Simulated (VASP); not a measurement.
# Al (Fm-3m) in VASP: notebook

Al is run at these levels: r2SCAN; tasks: single point.

Program: VASP 6.6.1. These are calculated values, not measurements. Logs are shortened: lines on timing, memory, paths and dates and some standing lists are left out, and cuts for length are marked.

### 1 The cell of the first run

The structure is cubic, space group Fm-3m (No. 225). The conventional cell has a = 4.048 Å, b = 4.048 Å, c = 4.048 Å, α = 90.00°, β = 90.00°, γ = 90.00°. Within 3.8 Å of Al (site symmetry m-3m) lie 12 Al at 2.86 Å.

### 2 Single point, r2SCAN

The input, POSCAR:

```
Al
1.0
    0.0000000000      2.0239800000      2.0239800000
    2.0239800000      0.0000000000      2.0239800000
    2.0239800000      2.0239800000      0.0000000000
Al
1
Direct
    0.0000000000      0.0000000000      0.0000000000
```

The input, INCAR.step1:

```
SYSTEM = Al
PREC     = Accurate       ! precision mode
ENCUT    = 520            ! plane-wave cutoff, eV
ISMEAR   = 0              ! smearing method
SIGMA    = 0.2            ! smearing width, eV
LREAL    = .FALSE.        ! projectors in reciprocal space
LASPH    = .TRUE.         ! aspherical terms in the spheres
NELM     = 60             ! most SCF steps
NBANDS   = 8              ! bands
GGA      = PE             ! functional
ALGO     = Normal         ! electronic algorithm
EDIFF    = 1E-4           ! SCF threshold, eV
LWAVE    = .TRUE.         ! write WAVECAR
LCHARG   = .FALSE.        ! write CHGCAR
```

The input, INCAR.step2:

```
SYSTEM = Al
PREC     = Accurate       ! precision mode
ENCUT    = 520            ! plane-wave cutoff, eV
EDIFF    = 1E-6           ! SCF threshold, eV
ISMEAR   = 0              ! smearing method
SIGMA    = 0.2            ! smearing width, eV
LREAL    = .FALSE.        ! projectors in reciprocal space
LASPH    = .TRUE.         ! aspherical terms in the spheres
NELM     = 60             ! most SCF steps
ALGO     = Normal         ! electronic algorithm
ISIF     = 2              ! what is computed and relaxed
LWAVE    = .FALSE.        ! write WAVECAR
LCHARG   = .FALSE.        ! write CHGCAR
METAGGA  = R2SCAN         ! meta-GGA
LMIXTAU  = .TRUE.       
NBANDS   = 8              ! bands
ISTART   = 1
```

The input, KPOINTS:

```
regular mesh
0
G
  20 20 20
  0 0 0
```

Potentials or basis: VASP PAW PBE potentials, release 64 (Al).

Run with:

```bash
cat potpaw_PBE.64/Al/POTCAR > POTCAR
cp INCAR.step1 INCAR
mpirun -np 1 vasp_std > vasp.out
cp INCAR.step2 INCAR
mpirun -np 1 vasp_std > vasp.out
```

OUTCAR:

```text
SYSTEM = Al
   PREC = Accurate
   ENCUT = 520
   EDIFF = 1E-6
   ISMEAR = 0
   LREAL = .FALSE.
   LASPH = .TRUE.
   NELM = 60
   ISIF = 2
   METAGGA = R2SCAN
   ISTART = 1

 ion  position               nearest neighbor table
   1  0.000  0.000  0.000-

  LATTYP: Found a face centered cubic cell.
 ALAT       =     4.0479600000

  Lattice vectors:

 A1 = (   0.0000000000,   2.0239800000,   2.0239800000)
 A2 = (   2.0239800000,   0.0000000000,   2.0239800000)
 A3 = (   2.0239800000,   2.0239800000,   0.0000000000)

Analysis of symmetry for initial positions (statically):
=====================================================================
 Subroutine PRICEL returns:
 Original cell was already a primitive cell.

 Routine SETGRP: Setting up the symmetry group for a
 face centered cubic supercell.

 Subroutine GETGRP returns: Found 48 space group operations
 (whereof 48 operations were pure point group operations)
 out of a pool of 48 trial point group operations.

The static configuration has the point symmetry O_h .

Analysis of symmetry for dynamics (positions and initial velocities):
=====================================================================
 Subroutine PRICEL returns:
 Original cell was already a primitive cell.

 Routine SETGRP: Setting up the symmetry group for a
 face centered cubic supercell.

 Subroutine GETGRP returns: Found 48 space group operations
 (whereof 48 operations were pure point group operations)
 out of a pool of 48 trial point group operations.

The dynamic configuration has the point symmetry O_h .

 Subroutine INISYM returns: Found 48 space group operations
 (whereof 48 operations are pure point group operations),
 and found     1 'primitive' translations

----------------------------------------------------------------------------------------

                                     Primitive cell

  volume of cell :      16.5824

  direct lattice vectors                    reciprocal lattice vectors
     0.000000000  2.023980000  2.023980000    -0.247038014  0.247038014  0.247038014
     2.023980000  0.000000000  2.023980000     0.247038014 -0.247038014  0.247038014
     2.023980000  2.023980000  0.000000000     0.247038014  0.247038014 -0.247038014

  length of vectors
     2.862339966  2.862339966  2.862339966     0.427882392  0.427882392  0.427882392

  position of ions in fractional coordinates (direct lattice)
     0.000000000  0.000000000  0.000000000

  ion indices of the primitive-cell ions
[... 72 lines left out ...]
   ENCUT  =  520.0 eV  38.22 Ry    6.18 a.u.   5.32  5.32  5.32*2*pi/ulx,y,z
   NELM   =     60;   NELMIN=  2; NELMDL=  0     # of ELM steps
   EDIFF  = 0.1E-05   stopping-criterion for ELM
   LREAL  =      F    real-space projection
   EDIFFG = 0.1E-04   stopping-criterion for IOM
   NSW    =      0    number of steps for IOM
   IBRION =     -1    ionic relax: 0-MD 1-quasi-New 2-CG
   NFREE  =      0    steps in history (QN), initial steepest desc. (CG)
   ISIF   =      2    stress and relaxation
   ISYM   =      2    0-nonsym 1-usesym 2-fastsym
   POTIM  = 0.5000    time-step for ionic-motion
   TEBEG  =    0.0;   TEEND  =   0.0 temperature during run
   PSTRESS=    0.0 pullay stress
   NELECT =       3.0000    total number of electrons
   NUPDOWN=      -1.0000    fix difference up-down
   EMIN   =  10.00;   EMAX   =-10.00  energy-range for DOS
   EFERMI =   0.00;   METHOD = LEGACY
   ISMEAR =     0;   SIGMA  =   0.20  broadening in eV -4-tet -1-fermi 0-gaus
   EFERMI_NEDOS =   21; number of points for ismear=-14 and -15
   IALGO  =     38    algorithm
   IMIX   =      4    mixing-type and parameters
     AMIX     =   0.40;   BMIX     =  1.00
     AMIX_MAG =   1.60;   BMIX_MAG =  1.00
  volume/ion in A,a.u.               =      16.58       111.90
  Fermi-wavevector in a.u.,A,eV,Ry     =   0.925903  1.749704 11.664236  0.857297
  Thomas-Fermi vector in A             =   2.051808
   LORBIT       =      0    0 simple, 1 ext, 2 COOP (PROOUT), +10 PAW based schemes
   METAGGA = R2SCAN    functional components
   LHFCALC =     F    Hartree Fock is set to
   AEXX    =    0.0000 exact exchange contribution
   IVDW    =     0    specifies the selected vdW correction
   LEPSILON=     F    determine dielectric tensor
   LRPA    =     F    only Hartree local field effects (RPA)
 non-spin polarized calculation
 Gauss-broadening in eV      SIGMA  =   0.20
  energy-cutoff  :      520.00
  volume of cell :       16.58
 maximum number of plane-waves:       460
 NGX is ok and might be reduce to    24
   NGX = 11   NGY = 11   NGZ = 11

 number of electron       3.0000000 magnetization

 Free energy of the ion-electron system (eV)
  ---------------------------------------------------
  ext. energy  EPLUGINS =         0.00000000
  ---------------------------------------------------
  free energy    TOTEN  =        -6.73304468 eV

  energy without entropy =       -6.72538170  energy(sigma->0) =       -6.72921319

 E-fermi :   8.0078     XC(G=0): -10.8889

 val. band max:        7.9968462599   @ k =  -0.3000   0.4500   0.1500
 cond. band min:       8.0117000570   @ k =  -0.2500   0.5000   0.2500
 fundamental gap:      0.0148537971
 Fermi energy:         8.0078388550

 k-point     1 :       0.0000    0.0000    0.0000
  band No.  band energies     occupation
      1      -3.8389      2.00000
      2      21.2601      0.00000
      3      21.2601      0.00000
      4      21.2601      0.00000
      5      23.1169      0.00000
      6      23.1170      0.00000
      7      23.1170      0.00000
      8      25.2904      0.00000
[... 243 lines left out ...]
 k-point    24 :      -0.3500    0.0500    0.0000
  band No.  band energies     occupation
      1       0.0485      2.00000
      2       7.3942      1.99999
      3      17.8769      0.00000
      4      20.5673      0.00000
      5      20.6482      0.00000
      6      22.0752      0.00000
      7      23.8433      0.00000
      8      26.5681      0.00000

 [... further k-points ...]
[... 5 lines left out ...]
  --------------------------------------------------------------------------------------
  -------------------------------------------------------------------------------------
  Total       -0.3889595     -0.3889595     -0.3889595      0.0000000      0.0000000      0.0000000
  in kB      -37.5808267    -37.5808267    -37.5808267      0.0000000      0.0000000      0.0000000
  external PRESSURE =     -37.5808267 kB  Pullay stress =       0.0000000 kB

 VOLUME and BASIS-vectors are now :
 -----------------------------------------------------------------------------
  energy-cutoff  :      520.00
  volume of cell :       16.58
      direct lattice vectors                 reciprocal lattice vectors
     0.000000000  2.023980000  2.023980000    -0.247038014  0.247038014  0.247038014
     2.023980000  0.000000000  2.023980000     0.247038014 -0.247038014  0.247038014
     2.023980000  2.023980000  0.000000000     0.247038014  0.247038014 -0.247038014

 POSITION                                       TOTAL-FORCE (eV/Angst)
 -----------------------------------------------------------------------------------
      0.00000      0.00000      0.00000         0.000000      0.000000     -0.000000
 -----------------------------------------------------------------------------------
    total drift:                                0.000000      0.000000     -0.000000

  FREE ENERGIE OF THE ION-ELECTRON SYSTEM (eV)
  ---------------------------------------------------
  free  energy   TOTEN  =        -6.7330446789 eV

  energy  without entropy=       -6.7253817040  energy(sigma->0) =       -6.72921319
```

Run time: 62 s. Hardware: 1 thread of Intel Xeon Platinum 8375C at 2.90GHz (Ice Lake), shared host; peak memory 0.15 GiB.

Results:

```
Free energy : -6.7330 eV
Pressure    : -3.8 GPa
```

Caveat: the PAW data sets were made with another functional, which shifts forces and pressure a little.

### 3 Single point, r2SCAN

POSCAR is that of step 2.

The input, INCAR.step1:

```
PREC = Accurate ; ENCUT = 520
ISMEAR = 0 ; SIGMA = 0.2
LREAL = False ; LASPH = True
NELM = 80 ; NBANDS = 8
GGA = PE ; ALGO = Normal
EDIFF = 1E-4 ; LWAVE = True
LCHARG = False
```

The input, INCAR.step2:

```
PREC = Accurate ; ENCUT = 520
EDIFF = 1E-6 ; ISMEAR = 0
SIGMA = 0.2 ; LREAL = False
LASPH = True ; NELM = 80
ALGO = Normal ; ISIF = 2
LWAVE = False ; LCHARG = True
METAGGA = R2SCAN ; LMIXTAU = True
LELF = True ; LVHAR = True
NBANDS = 8 ; ISTART = 1
```

The input, KPOINTS:

```
Automatic mesh
0
Gamma
  22 22 22
```

Potentials or basis: VASP PAW PBE potentials, release 64 (Al).

Run with:

```bash
cat potpaw_PBE.64/Al/POTCAR > POTCAR
cp INCAR.step1 INCAR
mpirun -np 1 vasp_std > vasp.out
cp INCAR.step2 INCAR
mpirun -np 1 vasp_std > vasp.out
```

Wall time 79 s (1 thread of Intel Xeon Platinum 8375C at 2.90GHz (Ice Lake), shared host); peak memory 0.16 GiB.

The run converged. Its results:

- Free energy: -6.7343 eV
- Pressure: -3.7 GPa

Levels at points of the mesh, in eV from the Fermi level:
```
           k point  band 1  band 2  band 3  band 4  band 5  band 6
(0.00, 0.00, 0.00)  -11.79   13.30   13.30   13.30   15.16   15.16
(0.50, 0.00, 0.00)   -4.97   -4.52   12.07   12.07   12.27   12.27
(0.50, 0.50, 0.00)   -3.14   -1.64    5.47    5.99    5.99    9.86
```

Caveat: the PAW data sets were made with another functional, which shifts forces and pressure a little.
